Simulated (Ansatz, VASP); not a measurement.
## One calculation of SiSn2Ge3, two programs

Contents of INCAR:

```
SYSTEM = SiSn2Ge3
  PREC = Accurate
  ENCUT = 520
  EDIFF = 1E-6
  ISMEAR = 0
  SIGMA = 0.1
  LREAL = .FALSE.
  LASPH = .TRUE.
  NELM = 100
  ALGO = Normal
  ISIF = 2
  LWAVE = .FALSE.
  LCHARG = .FALSE.
  GGA = PE
  NBANDS = 46
```

The input KPOINTS:

```
regular mesh
0
G
  3 3 4
  0 0 0
```

The input POSCAR:

```
SiSn2Ge3
1.0
    5.8221384300      0.0000000000      0.0000000000
   -2.9110692100      5.0421197800      0.0000000000
    0.0000000000      0.0000000000      4.0892927600
Si Sn Ge
1 2 3
Direct
    0.0000000000      0.0000000000      0.8888130200
    0.6666666700      0.3333333300      0.9631379800
    0.3333333300      0.6666666700      0.9631379800
    0.5000000000      0.5000000000      0.4595159900
    0.5000000000      0.0000000000      0.4595159900
    0.0000000000      0.5000000000      0.4595159900
```

Input for Ansatz:

```yaml
crystal:
  lattice:
    - [5.82213843, 0.0, 0.0]
    - [-2.91106921, 5.04211978, 0.0]
    - [0.0, 0.0, 4.08929276]
  atoms:
    - { symbol: Si, position: [0.0, 0.0, 0.88881302] }
    - { symbol: Sn, position: [0.66666667, 0.33333333, 0.96313798] }
    - { symbol: Sn, position: [0.33333333, 0.66666667, 0.96313798] }
    - { symbol: Ge, position: [0.5, 0.5, 0.45951599] }
    - { symbol: Ge, position: [0.5, 0.0, 0.45951599] }
    - { symbol: Ge, position: [0.0, 0.5, 0.45951599] }
basis:
  ecutwfc: 420
kpoints:
  mp_grid: { grid: [3, 3, 4] }
hamiltonian:
  xc: pbe
scf:
  occupations: { method: gaussian, width: 0.1 }
  lower_state_search: "off"
output:
  forces: true
  stress: true
  eigenvalues: true
```

Change from the starting cell: species swapped into the ErCo3Ge2 type (P6mm, No. 183).

Alike in both runs: task single point; functional PBE; k mesh 3 × 3 × 4; occupations gaussian, width 0.1 eV; no spin polarisation.

```csv
,VASP,Ansatz
version,VASP 6.6.1,Ansatz 0.2.0
potentials or method,"VASP PAW PBE potentials, release 64 (Si, Sn_d, Ge_d), cutoff 520 eV","scalar-relativistic, plane waves, PAW"
valence electrons in the cell,74,74
```

```tsv
	VASP	Ansatz	Ansatz less VASP
gap on the k mesh at the Fermi level (eV)	none	none	-
pressure (GPa)	20.5	20.5	-0.01
traceless stress, the component that is largest in VASP (GPa)	9.77	9.76	-0.008
rms of the force components (eV/Å)	0.052	0.053	+0.0007
```

Atom by atom the forces differ by 0.001 eV/Å (rms over components). A gap of «none» marks a metal or a gap that the smearing closes. With one functional, cell and mesh, what is left measures potentials, basis and numerics.

The k mesh is coarse, so the values compare programs but aren't converged.
